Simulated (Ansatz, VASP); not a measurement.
**Sb: VASP beside Ansatz**

INCAR

```
SYSTEM = Sb
PREC = Accurate
ENCUT = 520
EDIFF = 1E-7
ISMEAR = -1
SIGMA = 0.05
LREAL = .FALSE.
LASPH = .TRUE.
NELM = 150
ALGO = Normal
ISIF = 2
LWAVE = .FALSE.
LCHARG = .FALSE.
ISPIN = 2
MAGMOM = 2
LORBIT = 11
GGA = PE
NBANDS = 12
```

KPOINTS

```
Automatic mesh
0
G
  19 19 19
  0 0 0
```

POSCAR

```
Sb
1.0
   -1.4923523432      1.4923523432      2.4591586785
    1.4923523432     -1.4923523432      2.4591586785
    1.4923523432      1.4923523432     -2.4591586785
Sb
1
Direct
    0.0000000000      0.0000000000      0.0000000000
```

Input for Ansatz:

```yaml
crystal:
  lattice:
    - [-1.4923523432, 1.4923523432, 2.4591586785]
    - [1.4923523432, -1.4923523432, 2.4591586785]
    - [1.4923523432, 1.4923523432, -2.4591586785]
  atoms:
    - { symbol: Sb, position: [0.0, 0.0, 0.0], spin: 2.0 }
kpoints:
  mp_grid: { grid: [19, 19, 19] }
scf:
  occupations: { method: fermi_dirac, width: 0.05 }
hamiltonian:
  xc: pbe
  pseudopotentials: { kind: all_electron, lapw: { basis_error: 0.00025 } }
output:
  forces: true
  stress: true
  eigenvalues: true
magnetization:
  spin_polarized: true
```

Alike in both runs: task single point; functional PBE; k mesh 19 × 19 × 19; occupations fermi-dirac, width 0.05 eV; collinear spin.

|  | VASP | Ansatz |
| --- | --- | --- |
| version | VASP 6.6.1 | Ansatz 0.2.0 |
| potentials or method | VASP PAW PBE potentials, release 64 (Sb), cutoff 520 eV | all-electron LAPW, scalar-relativistic |

Ansatz gave:

```
gap on the k mesh at the Fermi level (eV)                     : none
pressure (GPa)                                                : 22.9
traceless stress, the component that is largest in VASP (GPa) : -1.82
net moment per atom (μB)                                      : 0.00
```

**Question.** What did VASP give for the same quantities?

**Answer.** gap on the k mesh at the Fermi level (eV): none; pressure (GPa): 22.9; traceless stress, the component that is largest in VASP (GPa): -1.92; net moment per atom (μB): 0.00.

A gap of «none» marks a metal or a gap that the smearing closes. Ansatz ran all-electron here, and VASP with PAW potentials. Ansatz's warnings: seeded moment not kept.

Neither program's run includes spin-orbit coupling.
